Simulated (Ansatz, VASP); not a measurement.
## Mg3SnO: VASP beside Ansatz

INCAR

```
SYSTEM = Mg3SnO
  PREC = Accurate
  ENCUT = 520
  EDIFF = 1E-7
  ISMEAR = -1
  SIGMA = 0.02
  LREAL = .False.
  LASPH = .True.
  NELM = 80
  ALGO = Normal
  ISIF = 2
  LWAVE = .False.
  LCHARG = .False.
  GGA = PE
  NBANDS = 21
```

The input KPOINTS:

```
Automatic mesh
0
Gamma
  6 6 6
  0 0 0
```

File POSCAR:

```
Mg3SnO
1.0
    4.3444718106      0.0000000000      0.0000000000
    0.0000000000      4.3444718106      0.0000000000
    0.0000000000      0.0000000000      4.3444718106
Sn O Mg
1 1 3
Direct
    0.0000000000      0.0000000000      0.0000000000
    0.5000000000      0.5000000000      0.5000000000
    0.5000000000      0.5000000000      0.0000000000
    0.5000000000      0.0000000000      0.5000000000
    0.0000000000      0.5000000000      0.5000000000
```

Input for Ansatz:

```yaml
crystal:
  lattice:
    - [4.3444718106, 0.0, 0.0]
    - [0.0, 4.3444718106, 0.0]
    - [0.0, 0.0, 4.3444718106]
  atoms:
    - { symbol: Sn, position: [0.0, 0.0, 0.0] }
    - { symbol: O, position: [0.5, 0.5, 0.5] }
    - { symbol: Mg, position: [0.5, 0.5, 0.0] }
    - { symbol: Mg, position: [0.5, 0.0, 0.5] }
    - { symbol: Mg, position: [0.0, 0.5, 0.5] }
kpoints:
  mp_grid: { grid: [6, 6, 6] }
hamiltonian:
  xc: pbe
scf:
  occupations: { method: fermi_dirac, width: 0.02 }
  n_extra_bands: 5
output:
  forces: true
  stress: true
  eigenvalues: true
```

Alike in both runs: task single point; functional PBE; k mesh 6 × 6 × 6; occupations fermi-dirac, width 0.02 eV; no spin polarisation.

```csv
,VASP,Ansatz
version,VASP 6.6.1,Ansatz 0.2.0
potentials or method,"VASP PAW PBE potentials, release 64 (Sn_d, O, Mg)","plane waves, PAW"
plane-wave cutoff (eV),520,420
valence electrons in the cell,26,50
```

|  | VASP | Ansatz | Ansatz less VASP |
| --- | --- | --- | --- |
| pressure (GPa) | 2.0 | 2.3 | +0.34 |

VASP's potentials hold 26 valence electrons a cell and Ansatz's 50, so a difference there can come from the potentials and not from the codes.
